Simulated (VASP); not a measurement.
The system is BiSbPd2.

```
Sb Bi Pd
1.0
     4.19009    0.00000    0.00000
    -2.09504    3.62872    0.00000
     0.00000    0.00000    5.69250
Sb Bi Pd
1 1 2
Direct
  0.66667 0.33333 0.00000
  0.00000 0.00000 0.50000
  0.33333 0.66667 0.75651
  0.33333 0.66667 0.24349
```

```yaml
Program: VASP 6.6.1
Task: relaxation of cell and atoms
Functional: PBEsol
Potentials_or_basis: VASP PAW PBE potentials, release 64 (Sb, Bi_d, Pd)
Cutoff: 600 eV
k_mesh: 7 × 7 × 4
Occupations: fermi-dirac, width 0.15 eV
Spin: no spin polarisation
```

At the start: pressure -2.4 GPa; volume 21.64 Å³/atom.

Question: Where does the relaxation end?

Answer: Over 7 steps the energy falls by 4.0 meV/atom and the volume is 21.17 Å³/atom (-2.2 %); space group P-6m2 (No. 187, to 0.1 Å) before and after.

Step by step:
| step | energy change (eV) | largest force (eV/Å) | pressure (GPa) | volume (Å³) |
| --- | --- | --- | --- | --- |
| 1 | 0.0000 | 0.0650 | -2.35 | 86.55 |
| 2 | 0.0031 | 0.0430 | 3.00 | 82.63 |
| 3 | -0.0149 | 0.0180 | 0.07 | 84.64 |
| 4 | -0.0149 | 0.0191 | 0.01 | 84.68 |
| 5 | -0.0156 | 0.0063 | -0.01 | 84.71 |
| 6 | -0.0160 | 0.0432 | -0.04 | 84.74 |
| 7 | -0.0161 | 0.0164 | 0.03 | 84.68 |

Final structure:
```cif
data_structure
_symmetry_space_group_name_H-M 'P 1'
_symmetry_Int_Tables_number 1
_cell_length_a 4.1778
_cell_length_b 4.1778
_cell_length_c 5.6020
_cell_angle_alpha 90.000
_cell_angle_beta 90.000
_cell_angle_gamma 120.000
_cell_volume 84.68
loop_
_atom_site_label
_atom_site_type_symbol
_atom_site_fract_x
_atom_site_fract_y
_atom_site_fract_z
_atom_site_occupancy
Sb1 Sb 0.66667 0.33333 0.00000 1
Bi1 Bi 0.00000 0.00000 0.50000 1
Pd1 Pd 0.33333 0.66667 0.75673 1
Pd2 Pd 0.33333 0.66667 0.24327 1
```

Caveat: the PAW data sets were made with another functional, which shifts forces and pressure a little.
